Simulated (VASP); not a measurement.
Write the native input for VASP 6.6.1 that does the following.

- Task: single point
- Functional: PBE
- Potentials or basis: VASP PAW PBE potentials, release 64 (K_sv, Ta_pv, O)
- Cutoff: 520 eV
- k mesh: 8 × 8 × 8
- Occupations: gaussian, width 0.05 eV
- Spin: no spin polarisation
- Dipole correction: no
- Further INCAR settings: ALGO = Normal; EDIFF = 1e-07; NBANDS = 27

The structure of KTaO3 lies in POSCAR:

```
KTaO3
1.0
    3.9310716720      0.0000000000      0.0000000000
    0.0000000000      4.1186297142      0.0000000000
    0.0000000000      0.0000000000      4.0248506931
K Ta O
1 1 3
Direct
    0.5000000000      0.5000000000      0.5000000000
    0.0000000000      0.0000000000      0.0000000000
    0.5000000000      0.0000000000      0.0000000000
    0.0000000000      0.5000000000      0.0000000000
    0.0000000000      0.0000000000      0.5000000000
```

This cell differs from its parent crystal: normal strain along x -0.0233, normal strain along y +0.0233.

These files were run (other wordings do the same):

INCAR

```
ALGO     = Normal         # electronic algorithm
EDIFF    = 1E-7           # SCF threshold, eV
ENCUT    = 520            # plane-wave cutoff, eV
GGA      = PE             # functional
ISIF     = 2              # what is computed and relaxed
ISMEAR   = 0              # smearing method
LASPH    = T              # aspherical terms in the spheres
LCHARG   = F              # write CHGCAR
LREAL    = F              # projectors in reciprocal space
LWAVE    = F              # write WAVECAR
NBANDS   = 27             # bands
NELM     = 80             # most SCF steps
PREC     = Accurate       # precision mode
SIGMA    = 0.05           # smearing width, eV
```

KPOINTS

```
k-points
0
Gamma
  8 8 8
```

Potentials or basis: VASP PAW PBE potentials, release 64 (K_sv, Ta_pv, O).

Launch:

```sh
$ cat potpaw_PBE.64/K_sv/POTCAR potpaw_PBE.64/Ta_pv/POTCAR potpaw_PBE.64/O/POTCAR > POTCAR
$ mpirun -np 1 vasp_std > vasp.out
```

It gave:

| Item | Value |
| --- | --- |
| Pressure | 1.2 GPa |
| Band gap on the k mesh | 2.05 eV (least direct gap 2.66 eV) |

Caveat: the cell differs from its parent crystal (normal strain along x -0.0233, normal strain along y +0.0233); spin-orbit coupling is left out, which moves the levels of the heavy elements.

It took 2.3 min on 1 thread of AMD EPYC 9R45 96-Core Processor (Zen 5), on a shared host, peak memory 0.3 GiB.
